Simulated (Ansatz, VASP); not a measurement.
One calculation of Ba, two programs

The input INCAR:

```
ALGO     = Normal         # electronic algorithm
EDIFF    = 1E-6           # SCF threshold, eV
ENCUT    = 520            # plane-wave cutoff, eV
GGA      = PE             # functional
ISIF     = 2              # what is computed and relaxed
ISMEAR   = -1             # smearing method
LASPH    = T              # aspherical terms in the spheres
LCHARG   = F              # write CHGCAR
LREAL    = F              # projectors in reciprocal space
LWAVE    = F              # write WAVECAR
NBANDS   = 11             # bands
NELM     = 80             # most SCF steps
PREC     = Accurate       # precision mode
SIGMA    = 0.1            # smearing width, eV
```

The input KPOINTS:

```
k-points
0
Gamma
  10 10 10
```

File POSCAR:

```
Ba
1.0
    0.0000000000      2.9997281613      2.9997281613
    2.9997281613      0.0000000000      2.9997281613
    2.9997281613      2.9997281613      0.0000000000
Ba
1
Direct
    0.0000000000      0.0000000000      0.0000000000
```

Input for Ansatz:

```yaml
crystal:
  lattice:
    - [0.0, 2.9997281613, 2.9997281613]
    - [2.9997281613, 0.0, 2.9997281613]
    - [2.9997281613, 2.9997281613, 0.0]
  atoms:
    - { symbol: Ba, position: [0.0, 0.0, 0.0] }
kpoints:
  mp_grid: { grid: [10, 10, 10] }
scf:
  occupations: { method: fermi_dirac, width: 0.1 }
hamiltonian:
  xc: pbe
  pseudopotentials: { kind: all_electron, lapw: { basis_error: 0.001 } }
output:
  forces: true
  stress: true
  eigenvalues: true
  populations: true
```

Change from the starting cell: volume scaled by 0.84, LAPW.

Alike in both runs: task single point; functional PBE; k mesh 10 × 10 × 10; occupations fermi-dirac, width 0.1 eV; no spin polarisation.

|  | VASP | Ansatz |
| --- | --- | --- |
| version | VASP 6.6.1 | Ansatz 0.2.0 |
| potentials or method | VASP PAW PBE potentials, release 64 (Ba_sv), cutoff 520 eV | all-electron LAPW, scalar-relativistic |

VASP gave:

```
pressure (GPa) : 1.8
```

Task: Which values does Ansatz return?

Result: Pressure (GPa): 1.7.

Ansatz ran all-electron here, and VASP with PAW potentials.

Neither program's run includes spin-orbit coupling.
